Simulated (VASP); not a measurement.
A run of VASP 6.6.1:

The input INCAR:

```
SYSTEM = KMgF3
  PREC = Accurate
  ENCUT = 520
  EDIFF = 1E-7
  ISMEAR = 0
  SIGMA = 0.05
  LREAL = .FALSE.
  LASPH = .TRUE.
  NELM = 80
  ALGO = Normal
  ISIF = 2
  LWAVE = .FALSE.
  LCHARG = .TRUE.
  GGA = PS
  LELF = .TRUE.
  LVHAR = .TRUE.
  NBANDS = 24
```

File KPOINTS:

```
regular mesh
0
G
  6 6 6
  0 0 0
```

POSCAR

```
KMgF3
1.0
    3.9859000000      0.0000000000      0.0000000000
    0.0000000000      3.9859000000      0.0000000000
    0.0000000000      0.0000000000      3.9859000000
K Mg F
1 1 3
Direct
    0.5000000000      0.5000000000      0.5000000000
    0.0000000000      0.0000000000      0.0062721092
    0.5000000000      0.0000000000      0.0000000000
    0.0000000000      0.5000000000      0.0000000000
    0.0000000000      0.0000000000      0.5000000000
```

Potentials or basis: VASP PAW PBE potentials, release 64 (K_sv, Mg, F).

The run is started by

```console
$ cat potpaw_PBE.64/K_sv/POTCAR potpaw_PBE.64/Mg/POTCAR potpaw_PBE.64/F/POTCAR > POTCAR
$ mpirun -np 1 vasp_std > vasp.out
```

Hardware: 1 thread of AMD EPYC 7571, with other jobs on the host.

How long does it take, and how much memory?

Wall time 100 s on 1 thread of AMD EPYC 7571, on a shared host, peak memory 0.17 GiB. Counts: scf iterations 15, k points 40.
